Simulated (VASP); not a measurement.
Write the native input for VASP 6.6.1 that does the following.

* Task: single point
* Functional: LDA
* Potentials or basis: VASP PAW LDA potentials, release 64 (Si, C)
* Cutoff: 600 eV
* k mesh: 7 × 7 × 7
* Occupations: gaussian, width 0.01 eV
* Spin: no spin polarisation
* Dipole correction: no
* Further INCAR settings: ALGO = Normal; EDIFF = 1e-06; NBANDS = 11

The structure of SiC (Moissanite 3C) lies in POSCAR:

```
SiC
1.0
    0.0000000000      2.2217363401      2.2217363401
    2.2217363401      0.0000000000      2.2217363401
    2.2217363401      2.2217363401      0.0000000000
Si C
1 1
Direct
    0.0000000000      0.0000000000      0.0000000000
    0.2500000000      0.2500000000      0.2500000000
```

The input as run:

INCAR

```
ALGO = Normal
EDIFF = 1E-6
ENCUT = 600
GGA_COMPAT = F
ISIF = 2
ISMEAR = 0
LASPH = T
LCHARG = F
LREAL = F
LWAVE = F
NBANDS = 11
NELM = 120
PREC = Accurate
SIGMA = 0.01
```

KPOINTS

```
k-points
0
Gamma
  7 7 7
```

Potentials or basis: VASP PAW LDA potentials, release 64 (Si, C).

Command:

```sh
$ cat potpaw_LDA.64/Si/POTCAR potpaw_LDA.64/C/POTCAR > POTCAR
$ mpirun -np 1 vasp_std > vasp.out
```

Results of the run:

```json
{"Pressure": "-15.2 GPa", "Band gap on the k mesh": "1.57 eV, indirect (least direct gap 4.55 eV)"}
```

Run time: 4 s on 1 thread of Intel(R) Xeon(R) Platinum 8488C (Sapphire Rapids) (shared host), peak memory 0.13 GiB.
